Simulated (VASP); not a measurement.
# Cd (Cmce) in VASP: notebook

Cd is run at these levels: r2SCAN; tasks: single point, relaxation of cell and atoms.

Everything below comes from runs of VASP 6.6.1. Logs are shortened: lines on timing, memory, paths and dates and some standing lists are left out, and cuts for length are marked.

## (1) The cell of the first run

The structure is orthorhombic, space group Cmce (No. 64). The conventional cell has a = 5.882 Å, b = 3.888 Å, c = 7.929 Å, α = 90.00°, β = 90.00°, γ = 90.00°. Within 2.9 Å of Cd (site symmetry m) lie 3 Cd at 2.19 to 2.87 Å.

## (2) Single point, r2SCAN

Contents of POSCAR:

```
Cd
1.0
    2.9411185330     -1.9438543578      0.0000000000
    2.9411185330      1.9438543578      0.0000000000
    0.0000000000      0.0000000000      7.9294663687
Cd
4
Direct
    0.8500000000      0.1500000000      0.1170000000
    0.6500000000      0.3500000000      0.6170000000
    0.1500000000      0.8500000000      0.8830000000
    0.3500000000      0.6500000000      0.3830000000
```

Contents of INCAR.step1:

```
PREC = Accurate
ENCUT = 520
ISMEAR = 0
SIGMA = 0.1
LREAL = F
LASPH = T
NELM = 80
NBANDS = 32
GGA = PE
ALGO = Normal
EDIFF = 1E-4
LWAVE = T
LCHARG = F
```

Contents of INCAR.step2:

```
PREC = Accurate
ENCUT = 520
EDIFF = 1E-6
ISMEAR = 0
SIGMA = 0.1
LREAL = F
LASPH = T
NELM = 80
ALGO = Normal
ISIF = 2
LWAVE = F
LCHARG = T
METAGGA = R2SCAN
LMIXTAU = T
LELF = T
LVHAR = T
NBANDS = 32
ISTART = 1
```

Contents of KPOINTS:

```
regular mesh
0
Gamma
  6 6 2
```

Potentials or basis: VASP PAW PBE potentials, release 64 (Cd).

Command:

```bash
$ cat potpaw_PBE.64/Cd/POTCAR > POTCAR
$ cp INCAR.step1 INCAR
$ mpirun -np 1 vasp_std > vasp.out
$ cp INCAR.step2 INCAR
$ mpirun -np 1 vasp_std > vasp.out
```

OUTCAR:

```text
PREC = Accurate
   ENCUT = 520
   EDIFF = 1E-6
   ISMEAR = 0
   LREAL = F
   LASPH = T
   NELM = 80
   ISIF = 2
   METAGGA = R2SCAN
   ISTART = 1

 ion  position               nearest neighbor table
   1  0.850  0.150  0.117-   3 2.19   4 2.87   4 2.87   3 3.29   3 3.56   3 3.56   4 3.62   4 3.62

   2  0.650  0.350  0.617-   4 2.19   3 2.87   3 2.87   4 3.29   4 3.56   4 3.56   3 3.62   3 3.62

   3  0.150  0.850  0.883-   1 2.19   2 2.87   2 2.87   1 3.29   1 3.56   1 3.56   2 3.62   2 3.62

   4  0.350  0.650  0.383-   2 2.19   1 2.87   1 2.87   2 3.29   2 3.56   2 3.56   1 3.62   1 3.62

  LATTYP: Found a base centered orthorhombic cell.
 ALAT       =     3.8877087156
 B/A-ratio  =     1.5130344108
 C/A-ratio  =     2.0396246089

  Lattice vectors:

 A1 = (  -2.9411185330,  -1.9438543578,   0.0000000000)
 A2 = (   2.9411185330,  -1.9438543578,   0.0000000000)
 A3 = (   0.0000000000,   0.0000000000,   7.9294663687)

Analysis of symmetry for initial positions (statically):
=====================================================================
 Subroutine PRICEL returns:
 Original cell was already a primitive cell.

 Routine SETGRP: Setting up the symmetry group for a
 base centered orthorhombic supercell.

 Subroutine GETGRP returns: Found  8 space group operations
 (whereof  4 operations were pure point group operations)
 out of a pool of  8 trial point group operations.

The static configuration has the point symmetry C_2h.
 The point group associated with its full space group is D_2h.

Analysis of symmetry for dynamics (positions and initial velocities):
=====================================================================
 Subroutine PRICEL returns:
 Original cell was already a primitive cell.

 Routine SETGRP: Setting up the symmetry group for a
 base centered orthorhombic supercell.

 Subroutine GETGRP returns: Found  8 space group operations
 (whereof  4 operations were pure point group operations)
 out of a pool of  8 trial point group operations.

The dynamic configuration has the point symmetry C_2h.
 The point group associated with its full space group is D_2h.

 Subroutine INISYM returns: Found  8 space group operations
 (whereof  4 operations are pure point group operations),
 and found     1 'primitive' translations

----------------------------------------------------------------------------------------

                                     Primitive cell

  volume of cell :      90.6672

  direct lattice vectors                    reciprocal lattice vectors
     2.941118533 -1.943854358  0.000000000     0.170003349 -0.257220917  0.000000000
     2.941118533  1.943854358  0.000000000     0.170003349  0.257220917  0.000000000
     0.000000000  0.000000000  7.929466369     0.000000000  0.000000000  0.126111891

  length of vectors
     3.525442949  3.525442949  7.929466369     0.308324081  0.308324081  0.126111891

  position of ions in fractional coordinates (direct lattice)
     0.850000000  0.150000000  0.117000000
     0.650000000  0.350000000  0.617000000
     0.150000000  0.850000000  0.883000000
     0.350000000  0.650000000  0.383000000

  ion indices of the primitive-cell ions
   primitive index   ion index
                 1           1
                 2           2
                 3           3
                 4           4

----------------------------------------------------------------------------------------

 KPOINTS: regular mesh

Automatic generation of k-mesh.
 Grid dimensions read from file:
 generate k-points for:    6    6    2

 Generating k-lattice:

  Cartesian coordinates                     Fractional coordinates (reciprocal lattice)
     0.028333891 -0.042870153  0.000000000     0.166666667 -0.000000000  0.000000000
     0.028333891  0.042870153  0.000000000    -0.000000000  0.166666667  0.000000000
     0.000000000  0.000000000  0.063055946     0.000000000  0.000000000  0.500000000

  Length of vectors
     0.051387347  0.051387347  0.063055946

  Shift w.r.t. Gamma in fractional coordinates (k-lattice)
     0.000000000  0.000000000  0.000000000

 Subroutine IBZKPT returns following result:
 ===========================================

 Found     26 irreducible k-points:

 Following reciprocal coordinates:
            Coordinates               Weight
  0.000000  0.000000  0.000000      1.000000
  0.166667  0.000000  0.000000      4.000000
  0.333333  0.000000  0.000000      4.000000
  0.500000  0.000000  0.000000      2.000000
  0.166667  0.166667  0.000000      2.000000
  0.333333  0.166667  0.000000      4.000000
[... 16 lines left out ...]
  0.333333  0.333333  0.500000      2.000000
  0.500000  0.333333  0.500000      4.000000
 [... further k-points ...]
   k-points           NKPTS =     26   k-points in BZ     NKDIM =     26   number of bands    NBANDS=     32
   number of dos      NEDOS =    301   number of ions     NIONS =      4
   total plane-waves  NPLWV =  47040
   dimension x,y,z NGX =    28 NGY =   28 NGZ =   60
   dimension x,y,z NGXF=    56 NGYF=   56 NGZF=  120
   ions per type =               4
   NGX,Y,Z   is equivalent  to a cutoff of  13.20, 13.20, 12.58 a.u.
   NGXF,Y,Z  is equivalent  to a cutoff of  26.41, 26.41, 25.16 a.u.
 SYSTEM =  unknown system
   PREC   = accura    normal or accurate (medium, high low for compatibility)
   ISTART =      1    job   : 0-new  1-cont  2-samecut
   ICHARG =      0    charge: 1-file 2-atom 10-const
   ISPIN  =      1    spin polarized calculation?
   LNONCOLLINEAR =      F non collinear calculations
   LSORBIT =      F    spin-orbit coupling
   LASPH  =      T    aspherical Exc in radial PAW
   ENCUT  =  520.0 eV  38.22 Ry    6.18 a.u.   6.55  6.55 14.74*2*pi/ulx,y,z
   NELM   =     80;   NELMIN=  2; NELMDL=  0     # of ELM steps
   EDIFF  = 0.1E-05   stopping-criterion for ELM
   LREAL  =      F    real-space projection
   EDIFFG = 0.1E-04   stopping-criterion for IOM
   NSW    =      0    number of steps for IOM
   IBRION =     -1    ionic relax: 0-MD 1-quasi-New 2-CG
   NFREE  =      0    steps in history (QN), initial steepest desc. (CG)
   ISIF   =      2    stress and relaxation
   ISYM   =      2    0-nonsym 1-usesym 2-fastsym
   POTIM  = 0.5000    time-step for ionic-motion
   TEBEG  =    0.0;   TEEND  =   0.0 temperature during run
   PSTRESS=    0.0 pullay stress
   NELECT =      48.0000    total number of electrons
   NUPDOWN=      -1.0000    fix difference up-down
   EMIN   =  10.00;   EMAX   =-10.00  energy-range for DOS
   EFERMI =   0.00;   METHOD = LEGACY
   ISMEAR =     0;   SIGMA  =   0.10  broadening in eV -4-tet -1-fermi 0-gaus
   EFERMI_NEDOS =   21; number of points for ismear=-14 and -15
   IALGO  =     38    algorithm
   IMIX   =      4    mixing-type and parameters
     AMIX     =   0.40;   BMIX     =  1.00
     AMIX_MAG =   1.60;   BMIX_MAG =  1.00
  volume/ion in A,a.u.               =      22.67       152.96
  Fermi-wavevector in a.u.,A,eV,Ry     =   1.324357  2.502672 23.863562  1.753922
  Thomas-Fermi vector in A             =   2.453898
   LORBIT       =      0    0 simple, 1 ext, 2 COOP (PROOUT), +10 PAW based schemes
   METAGGA = R2SCAN    functional components
   LHFCALC =     F    Hartree Fock is set to
   AEXX    =    0.0000 exact exchange contribution
   IVDW    =     0    specifies the selected vdW correction
   LEPSILON=     F    determine dielectric tensor
   LRPA    =     F    only Hartree local field effects (RPA)
 non-spin polarized calculation
 Gauss-broadening in eV      SIGMA  =   0.10
  energy-cutoff  :      520.00
  volume of cell :       90.67
 maximum number of plane-waves:      2480
 NGX is ok and might be reduce to    28
   NGX = 13   NGY = 13   NGZ = 29

 number of electron      48.0000019 magnetization

 Free energy of the ion-electron system (eV)
  ---------------------------------------------------
  ext. energy  EPLUGINS =         0.00000000
  ---------------------------------------------------
  free energy    TOTEN  =       -76.58373799 eV

  energy without entropy =      -76.57676780  energy(sigma->0) =      -76.58025289

 E-fermi :   2.5665     XC(G=0): -11.3951

 val. band max:        2.5042998484   @ k =   0.5000   0.3333   0.0000
 cond. band min:       2.5686310376   @ k =  -0.3333   0.3333   0.0000
 fundamental gap:      0.0643311892
 Fermi energy:         2.5665477067

 k-point     1 :       0.0000    0.0000    0.0000
  band No.  band energies     occupation
      1      -9.1533      2.00000
      2      -8.8302      2.00000
      3      -8.5457      2.00000
      4      -8.0630      2.00000
      5      -7.9792      2.00000
      6      -7.8467      2.00000
[... 24 lines left out ...]
     31      12.7106      0.00000
     32      13.0396      0.00000

 k-point     2 :       0.1667    0.0000    0.0000
  band No.  band energies     occupation
      1      -9.1220      2.00000
      2      -8.8519      2.00000
      3      -8.4524      2.00000
      4      -8.0703      2.00000
      5      -8.0174      2.00000
      6      -7.8231      2.00000
[... 24 lines left out ...]
     31      11.0126      0.00000
     32      12.0547      0.00000

 k-point     3 :       0.3333    0.0000    0.0000
  band No.  band energies     occupation
      1      -9.0565      2.00000
      2      -8.9161      2.00000
      3      -8.2283      2.00000
      4      -8.1075      2.00000
      5      -8.1043      2.00000
      6      -7.8290      2.00000
[... 24 lines left out ...]
     31      10.3046      0.00000
     32      10.7276      0.00000

 k-point     4 :       0.5000    0.0000    0.0000
  band No.  band energies     occupation
      1      -8.9899      2.00000
      2      -8.9899      2.00000
      3      -8.1554      2.00000
      4      -8.1554      2.00000
      5      -7.9664      2.00000
      6      -7.9664      2.00000
[... 654 lines left out ...]
     31      11.0393      0.00000
     32      11.0393      0.00000

 k-point    23 :       0.3333    0.3333    0.5000
  band No.  band energies     occupation
      1      -9.0218      2.00000
      2      -9.0218      2.00000
      3      -8.2673      2.00000
      4      -8.2673      2.00000
      5      -8.0986      2.00000
      6      -8.0986      2.00000
[... 24 lines left out ...]
     31       9.5072      0.00000
     32       9.5072      0.00000

 k-point    24 :       0.5000    0.3333    0.5000
  band No.  band energies     occupation
      1      -9.0310      2.00000
      2      -9.0310      2.00000
      3      -8.2116      2.00000
      4      -8.2116      2.00000
      5      -8.1274      2.00000
      6      -8.1274      2.00000
[... 24 lines left out ...]
     31       8.6799      0.00000
     32       8.6799      0.00000

 [... further k-points ...]

------------------------ aborting loop because EDIFF is reached ----------------------------------------

  FORCE on cell =-STRESS in cart. coord.  units (eV):
  Direction    XX          YY          ZZ          XY          YZ          ZX
  --------------------------------------------------------------------------------------
  -------------------------------------------------------------------------------------
  Total       -0.7233023      9.0986601     26.6370214      0.0000000      0.0000000      0.0000000
  in kB      -12.7814532    160.7821445    470.7019899      0.0000000      0.0000000      0.0000000
  external PRESSURE =     206.2342270 kB  Pullay stress =       0.0000000 kB

 VOLUME and BASIS-vectors are now :
 -----------------------------------------------------------------------------
  energy-cutoff  :      520.00
  volume of cell :       90.67
      direct lattice vectors                 reciprocal lattice vectors
     2.941118533 -1.943854358  0.000000000     0.170003349 -0.257220917  0.000000000
     2.941118533  1.943854358  0.000000000     0.170003349  0.257220917  0.000000000
     0.000000000  0.000000000  7.929466369     0.000000000  0.000000000  0.126111891

 POSITION                                       TOTAL-FORCE (eV/Angst)
 -----------------------------------------------------------------------------------
      2.94112     -1.36070      0.92775         0.000000      4.278803      6.496817
      2.94112     -0.58316      4.89248         0.000000     -4.278803      6.496817
      2.94112      1.36070      7.00172         0.000000     -4.278803     -6.496817
      2.94112      0.58316      3.03699         0.000000      4.278803     -6.496817
 -----------------------------------------------------------------------------------
    total drift:                               -0.000000      0.000000     -0.000000

  FREE ENERGIE OF THE ION-ELECTRON SYSTEM (eV)
  ---------------------------------------------------
  free  energy   TOTEN  =       -76.5837379888 eV

  energy  without entropy=      -76.5767677951  energy(sigma->0) =      -76.58025289
```

Wall time 2 min (1 thread of Intel Xeon 6975P-C (Granite Rapids), shared host); peak memory 0.24 GiB.

What came out:

- Free energy: -76.5837 eV
- Pressure: 20.6 GPa
- Largest force: 7.779 eV/Å
- Band gap on the k mesh: zero (bands 24 and 25 overlap by 2.76 eV)

Forces on the atoms (eV/Å):
```
Cd   0.000  4.279  6.497
Cd   0.000 -4.279  6.497
Cd   0.000 -4.279 -6.497
Cd   0.000  4.279 -6.497
```

Stress tensor (GPa, compression positive):
```
-1.28  0.00  0.00
 0.00 16.08  0.00
 0.00  0.00 47.07
```

Caveat: the k points lie up to 0.40 Å⁻¹ apart, too coarse for converged energies and pressures of a metal; the PAW data sets were made with another functional, which shifts forces and pressure a little.

## (3) Relaxation of cell and atoms, r2SCAN

POSCAR is that of step 2.

Contents of INCAR.step1:

```
SYSTEM = Cd
PREC     = Accurate       ! precision mode
ENCUT    = 600            ! plane-wave cutoff, eV
ISMEAR   = 0              ! smearing method
SIGMA    = 0.1            ! smearing width, eV
LREAL    = .FALSE.        ! projectors in reciprocal space
LASPH    = .TRUE.         ! aspherical terms in the spheres
NELM     = 60             ! most SCF steps
GGA      = PE             ! functional
ALGO     = Normal         ! electronic algorithm
EDIFF    = 1E-4           ! SCF threshold, eV
LWAVE    = .TRUE.         ! write WAVECAR
LCHARG   = .FALSE.        ! write CHGCAR
```

Contents of INCAR.step2:

```
SYSTEM = Cd
PREC     = Accurate       ! precision mode
ENCUT    = 600            ! plane-wave cutoff, eV
EDIFF    = 1E-6           ! SCF threshold, eV
ISMEAR   = 0              ! smearing method
SIGMA    = 0.1            ! smearing width, eV
LREAL    = .FALSE.        ! projectors in reciprocal space
LASPH    = .TRUE.         ! aspherical terms in the spheres
NELM     = 60             ! most SCF steps
ALGO     = Normal         ! electronic algorithm
ISIF     = 3              ! what is computed and relaxed
LWAVE    = .FALSE.        ! write WAVECAR
LCHARG   = .FALSE.        ! write CHGCAR
METAGGA  = R2SCAN         ! meta-GGA
LMIXTAU  = .TRUE.       
IBRION   = 2              ! ionic algorithm
NSW      = 90             ! ionic steps
EDIFFG   = -0.04          ! ionic threshold
ISTART   = 1
```

Contents of KPOINTS:

```
regular mesh
0
G
  6 6 2
  0 0 0
```

Potentials or basis: VASP PAW PBE potentials, release 64 (Cd).

Command:

```bash
$ cat potpaw_PBE.64/Cd/POTCAR > POTCAR
$ cp INCAR.step1 INCAR
$ mpirun -np 1 vasp_std > vasp.out
$ cp INCAR.step2 INCAR
$ mpirun -np 1 vasp_std > vasp.out
```

It took 56 min on 1 thread of Intel Xeon 6975P-C (Granite Rapids), shared host; peak memory 0.29 GiB.

The run converged. Its results:

- Free energy: -80.2618 eV
- Relaxed volume: 22.03 Å³/atom
- Relaxed cell: a = 3.200 Å, b = 3.200 Å, c = 8.622 Å, α = 90.00°, β = 90.00°, γ = 86.41°
- Space group after relaxing (to 0.1 Å): I4/mmm (No. 139)
- Energy gained by relaxing: 919.5 meV/atom
- Ionic steps: 36
- Pressure after relaxing: 0.0 GPa
- Largest force after relaxing: 0.038 eV/Å
- Band gap on the k mesh: zero (bands 24 and 25 overlap by 3.00 eV)

Forces on the atoms (eV/Å):
```
Cd   0.000 -0.002 -0.038
Cd   0.000  0.002 -0.038
Cd   0.000  0.002  0.038
Cd   0.000 -0.002  0.038
```

Stress tensor (GPa, compression positive):
```
-0.04  0.00  0.00
 0.00  0.11  0.00
 0.00  0.00  0.01
```

Step by step:
| step | energy change (eV) | largest force (eV/Å) | pressure (GPa) | volume (Å³) |
| --- | --- | --- | --- | --- |
| 1 | 0.0000 | 7.7781 | 20.51 | 90.67 |
| 2 | -2.0610 | 0.4278 | -3.07 | 131.51 |
| 3 | -2.1981 | 0.4686 | -3.30 | 127.99 |
| 4 | -2.3559 | 0.5115 | -3.41 | 124.37 |
| 5 | -2.9954 | 0.2998 | -1.65 | 107.04 |
| 6 | -2.9341 | 0.4825 | 1.01 | 101.05 |
| 7 | -3.0091 | 0.2282 | -1.14 | 105.48 |
| 8 | -3.0104 | 0.2031 | -0.92 | 104.90 |
| 9 | -3.0630 | 0.2038 | -0.77 | 102.98 |
| 10 | -3.2446 | 0.2126 | -0.19 | 97.10 |
| 11 | -3.5133 | 0.2042 | 2.92 | 84.84 |
| 12 | -3.5421 | 0.1443 | 2.10 | 85.65 |
| 13 | -3.5437 | 0.1316 | 1.88 | 85.91 |
| 14 | -3.5649 | 0.1246 | 0.62 | 87.72 |
| 15 | -3.5711 | 0.1196 | -0.61 | 89.76 |
| 16 | -3.5713 | 0.1197 | -0.44 | 89.45 |
| 17 | -3.5768 | 0.1292 | -0.35 | 89.30 |
| 18 | -3.5878 | 0.1536 | 0.01 | 88.84 |
| 19 | -3.5818 | 0.1899 | 0.76 | 87.86 |
| 20 | -3.5901 | 0.1644 | 0.26 | 88.55 |
| 21 | -3.5966 | 0.1570 | 0.12 | 88.74 |
| 22 | -3.6128 | 0.1380 | -0.34 | 89.32 |
| 23 | -3.6277 | 0.1188 | -1.16 | 90.44 |
| 24 | -3.6374 | 0.0749 | -2.13 | 92.61 |
| 25 | -3.6400 | 0.1078 | -1.50 | 91.23 |
| 26 | -3.6455 | 0.0933 | -1.85 | 91.93 |
| 27 | -3.6483 | 0.0900 | -1.80 | 91.81 |
| 28 | -3.6536 | 0.0827 | -1.63 | 91.44 |
| 29 | -3.6511 | 0.0621 | -1.24 | 90.69 |
| 30 | -3.6548 | 0.0756 | -1.49 | 91.17 |
| 31 | -3.6593 | 0.0765 | -1.32 | 90.78 |
| 32 | -3.6699 | 0.0760 | -0.77 | 89.62 |
| 33 | -3.6755 | 0.0689 | 0.49 | 87.33 |
| 34 | -3.6762 | 0.0709 | 0.16 | 87.90 |
| 35 | -3.6768 | 0.0622 | 0.13 | 87.95 |
| 36 | -3.6778 | 0.0379 | 0.03 | 88.10 |

Final structure:
```
Cd
1.0
     2.33231   -2.19071    0.00000
     2.33231    2.19071    0.00000
     0.00000    0.00000    8.62168
Cd
4
Direct
  0.74966 0.25034 0.12565
  0.75034 0.24966 0.62565
  0.25034 0.74966 0.87435
  0.24966 0.75034 0.37435
```

Levels at points of the mesh, in eV from the Fermi level:
| k point | band 20 | band 21 | band 22 | band 23 | band 24 | band 25 | band 26 | band 27 | band 28 |
| --- | --- | --- | --- | --- | --- | --- | --- | --- | --- |
| (0.00, 0.00, 0.00) | -8.69 | -8.54 | -6.55 | -6.51 | -0.38 | 2.24 | 6.51 | 6.78 | 9.65 |
| (0.50, 0.00, 0.00) | -8.67 | -4.32 | -4.32 | -2.36 | -2.36 | -1.31 | -1.31 | 5.06 | 5.06 |
| (0.50, 0.50, 0.00) | -8.53 | -1.45 | -0.63 | 0.53 | 1.69 | 1.74 | 1.83 | 1.84 | 1.88 |
| (0.00, 0.00, 0.50) | -8.74 | -8.42 | -8.42 | -3.49 | -3.49 | 6.35 | 6.35 | 7.36 | 7.36 |
| (0.50, 0.00, 0.50) | -8.82 | -3.73 | -3.73 | -3.73 | -3.73 | 1.24 | 1.24 | 1.24 | 1.24 |
| (0.50, 0.50, 0.50) | -8.66 | -0.55 | -0.55 | 0.28 | 0.28 | 0.86 | 0.86 | 2.10 | 2.10 |

Caveat: the k points lie up to 0.36 Å⁻¹ apart in the final cell, too coarse for converged energies and pressures of a metal; the PAW data sets were made with another functional, which shifts forces and pressure a little.

The gap in the log of VASP goes by the Fermi energy; the results here count the filled bands.